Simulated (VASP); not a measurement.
Wanted: the native input for a VASP 6.6.1 run.

- Task: single point
- Functional: PBE
- Potentials or basis: VASP PAW PBE potentials, release 64 (Al, Ga_d, As)
- Cutoff: 520 eV
- k mesh: 3 × 3 × 6
- Occupations: gaussian, width 0.1 eV
- Spin: no spin polarisation
- Dipole correction: no
- Further INCAR settings: ALGO = Normal; EDIFF = 1e-06; NBANDS = 31

The structure of AlGa2As3 lies in POSCAR:

```
AlGa2As3
1.0
    6.6579964467      0.0000000000      0.0000000000
   -3.3289982234      5.7659940612      0.0000000000
    0.0000000000      0.0000000000      3.6007687674
Al Ga As
1 2 3
Direct
    0.0000000000      0.0000000000      0.0000000000
    0.3333333333      0.6666666667      0.0000000000
    0.6666666667      0.3333333333      0.0000000000
    0.5000000000      0.0000000000      0.5000000000
    0.5000000000      0.5000000000      0.5000000000
    0.0000000000      0.5000000000      0.5000000000
```

The input as run:

INCAR

```
SYSTEM = AlGa2As3
PREC = Accurate
ENCUT = 520
EDIFF = 1E-6
ISMEAR = 0
SIGMA = 0.1
LREAL = .False.
LASPH = .True.
NELM = 100
ALGO = Normal
ISIF = 2
LWAVE = .False.
LCHARG = .False.
GGA = PE
NBANDS = 31
```

KPOINTS

```
Automatic mesh
0
Gamma
  3 3 6
  0 0 0
```

Potentials or basis: VASP PAW PBE potentials, release 64 (Al, Ga_d, As).

The run is started by

```bash
$ cat potpaw_PBE.64/Al/POTCAR potpaw_PBE.64/Ga_d/POTCAR potpaw_PBE.64/As/POTCAR > POTCAR
$ mpirun -np 1 vasp_std > vasp.out
```

Results of the run:

```
Pressure               : 0.2 GPa
Band gap on the k mesh : zero (band 22 reaches 5.22 eV, above the bottom of band 23 at 3.65 eV)
```

Caveat: the k points lie up to 0.36 Å⁻¹ apart.

Run time: 54 s on 1 thread of Intel Xeon 6975P-C (shared host), peak memory 0.27 GiB.
